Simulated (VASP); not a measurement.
Here is a VASP 6.6.1 calculation.

File INCAR:

```
SYSTEM = TiO2
PREC = Accurate ; ENCUT = 520
EDIFF = 1E-7 ; ISMEAR = 0
SIGMA = 0.01 ; LREAL = .False.
LASPH = .True. ; NELM = 80
ALGO = Normal ; ISIF = 2
LWAVE = .False. ; LCHARG = .False.
GGA = PS ; NBANDS = 33
```

The input KPOINTS:

```
regular mesh
0
Gamma
  3 3 2
  0 0 0
```

Contents of POSCAR:

```
TiO2
1.0
    2.7060340000     -2.7066550000      0.0000000000
    2.7060340000      2.7066550000      0.0000000000
   -2.6335310000      0.0000000000      4.7966370000
Ti O
2 4
Direct
    0.1341100000      0.8658900000      0.2500000000
    0.8658900000      0.1341100000      0.7500000000
    0.3312210000      0.0887550000      0.6671490000
    0.6687790000      0.9112450000      0.3328510000
    0.9112450000      0.6687790000      0.8328510000
    0.0887550000      0.3312210000      0.1671490000
```

Potentials or basis: VASP PAW PBE potentials, release 64 (Ti_sv, O).

Launch:

```sh
$ cat potpaw_PBE.64/Ti_sv/POTCAR potpaw_PBE.64/O/POTCAR > POTCAR
$ mpirun -np 1 vasp_std > vasp.out
```

Problem. Predict the largest force.

Solution. 0.151 eV/Å.

Problem. Estimate the pressure.

Solution. -7.0 GPa.

Forces in eV/Å, atoms in the order of the input:
```
Ti   0.000  0.039  0.000
Ti   0.000 -0.039  0.000
O    0.018 -0.049 -0.141
O   -0.018  0.049  0.141
O   -0.018 -0.049  0.141
O    0.018  0.049 -0.141
```

Caveat: the k points lie up to 0.65 Å⁻¹ apart; the PAW data sets were made with another functional, which shifts forces and pressure a little.
